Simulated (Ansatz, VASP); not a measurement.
## One calculation of Ga7SiN8, two programs

```
CELL_PARAMETERS angstrom
0.00000 0.00000 -5.24317
-3.21837 -5.57438 0.00000
-3.21837 5.57438 0.00000
ATOMIC_POSITIONS crystal
Si 0.51033 0.16575 0.83104
Ga 0.49526 0.16694 0.33174
Ga 0.49536 0.66503 0.82983
Ga 0.49514 0.66509 0.33181
Ga 0.00621 0.33044 0.16064
Ga 0.00621 0.33051 0.66632
Ga 0.99120 0.83235 0.16448
Ga 0.00624 0.83611 0.66634
N 0.16658 0.16570 0.83106
N 0.11633 0.16538 0.33099
N 0.11640 0.66585 0.83147
N 0.11626 0.66582 0.33097
N 0.62230 0.31769 0.13502
N 0.62243 0.31766 0.67906
N 0.61461 0.83231 0.16449
N 0.62238 0.86179 0.67912
```

Alike in both runs: functional PBE; k mesh 3 × 3 × 3; occupations gaussian, width 0.01 eV; collinear spin.

Ansatz relaxed the structure, and its values are those at the end. VASP's run is a single point on that final structure, the one shown.

|  | VASP | Ansatz |
| --- | --- | --- |
| version | VASP 6.6.1 | Ansatz 0.2.0 |
| potentials or method | VASP PAW PBE potentials, release 64 (Si, Ga_d, N), cutoff 520 eV | scalar-relativistic, plane waves, PAW |
| valence electrons in the cell | 135 | 135 |

|  | VASP | Ansatz | Ansatz less VASP |
| --- | --- | --- | --- |
| gap on the k mesh at the Fermi level (eV) | none | none | - |
| rms of the force components (eV/Å) | 0.010 | 0.005 | -0.0051 |
| net moment per atom (μB) | 0.02 | 0.02 | 0.000 |

A gap of «none» marks a metal or a gap that the smearing closes. With one functional, cell and mesh, what is left measures potentials, basis and numerics. Ansatz's warnings: magnetization residual over threshold, seeded moment not kept.

The k mesh is coarse, so the values compare programs but aren't converged.
